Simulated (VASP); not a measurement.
Runs of VASP 6.6.1 on Rh. The structure is that of space group P6_3/mmc (No. 194), or close to it. The cells are those of the table. This isn't the form of Rh at room conditions, which is fcc.

```csv
spin,fixed moment (μB),cell,pressure (GPa),moment (μB)
"collinear, ferromagnetic start",0.75,"a = 2.559, b = 2.559, c = 4.120 Å, angles 90.0, 90.0, 120.0°, 2 atoms",(b),0.75
"collinear, ferromagnetic start",2.0,"a = 2.616, b = 2.616, c = 4.212 Å, angles 90.0, 90.0, 120.0°, 2 atoms",32.0,2.00
collinear,0.25,"a = 2.616, b = 2.616, c = 4.212 Å, angles 90.0, 90.0, 120.0°, 2 atoms",(a),0.25
"collinear, ferromagnetic start",2.0,"a = 2.499, b = 2.499, c = 4.024 Å, angles 90.0, 90.0, 120.0°, 2 atoms",115.7,2.00
"collinear, ferromagnetic start",1.0,"a = 2.559, b = 2.559, c = 4.120 Å, angles 90.0, 90.0, 120.0°, 2 atoms",59.3,1.00
"collinear, ferromagnetic start",0.75,"a = 2.616, b = 2.616, c = 4.212 Å, angles 90.0, 90.0, 120.0°, 2 atoms",25.0,0.75
```

Alike in all rows: task single point; level LDA; potentials or basis VASP PAW LDA potentials, release 64 (Rh_pv); k mesh 21 × 21 × 12; cutoff (eV) 520; smearing gaussian 0.15 eV.

Task: Estimate the missing entries.

Result: (a) 24.0; (b) 58.3.

Caveats: the total moment is fixed, so each spin has its own Fermi level and the state may be an excited one; the cell stands under pressure (at least some runs); the stress differs along the axes, from 114 to 119 GPa (at least some runs).
